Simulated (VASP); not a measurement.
HC18N, 20 atoms in the cell. The cell holds a slab with vacuum, 20 atoms: a = 7.398 Å, b = 7.398 Å, c = 12.000 Å, α = 90.00°, β = 90.00°, γ = 120.00°. 

| Quantity | Value |
| --- | --- |
| Program | VASP 6.6.1 |
| Task | single point |
| Functional | r2SCAN |
| Dispersion | D3(BJ) |
| Potentials or basis | VASP PAW PBE potentials, release 64 (C, N, H) |
| Cutoff | 520 eV |
| k mesh | 2 × 2 × 1 |
| Occupations | gaussian, width 0.05 eV |
| Spin | no spin polarisation |
| Dipole correction | no |
| Further INCAR settings | LREAL = Auto; ALGO = Normal; EDIFF = 1e-06; NBANDS = 55 |

Potentials or basis: VASP PAW PBE potentials, release 64 (C, N, H).

Command:

```console
$ cat potpaw_PBE.64/C/POTCAR potpaw_PBE.64/N/POTCAR potpaw_PBE.64/H/POTCAR > POTCAR
$ cp INCAR.step1 INCAR
$ mpirun -np 1 vasp_std > vasp.out
$ cp INCAR.step2 INCAR
$ mpirun -np 1 vasp_std > vasp.out
```

Hardware: 1 thread of Intel Xeon 8259CL (shared host).

Question: Estimate the wall time of this run.

Answer: It took 38 min on 1 thread of Intel Xeon 8259CL, with other jobs on the host, peak memory 0.72 GiB. Counts: k points 4.
